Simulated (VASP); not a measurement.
TaAs3, 8 atoms in the cell. Symmetry: P6_3/mmc, No. 194, hexagonal system. Conventional cell: a = 6.075 Å, b = 6.075 Å, c = 4.744 Å, α = 90.00°, β = 90.00°, γ = 120.00°. Within 3.7 Å of Ta (site symmetry -6m2) lie 12 As at 2.82 to 3.05 Å. As (site symmetry mm2) has 8 As at 2.65 to 3.43 Å and 4 Ta at 2.82 to 3.05 Å within 3.5 Å. 

```yaml
Program: VASP 6.6.1
Task: single point
Functional: PBE
Potentials_or_basis: VASP PAW PBE potentials, release 64 (Ta_pv, As)
Cutoff: 520 eV
k_mesh: 3 × 3 × 4
Occupations: gaussian, width 0.1 eV
Spin: no spin polarisation
Dipole_correction: no
Further_INCAR_settings: ALGO = Normal; EDIFF = 1e-06; NBANDS = 36
```

Potentials or basis: VASP PAW PBE potentials, release 64 (Ta_pv, As).

Run with:

```sh
$ cat potpaw_PBE.64/Ta_pv/POTCAR potpaw_PBE.64/As/POTCAR > POTCAR
$ mpirun -np 1 vasp_std > vasp.out
```

Hardware: 1 thread of Intel(R) Xeon(R) 6975P-C (Granite Rapids), on a shared host.

Problem. Estimate the wall time of this run.

Solution. Wall time 29 s on 1 thread of Intel(R) Xeon(R) 6975P-C (Granite Rapids), with other jobs on the host, peak memory 0.27 GiB. Counts: scf iterations 14, k points 9.
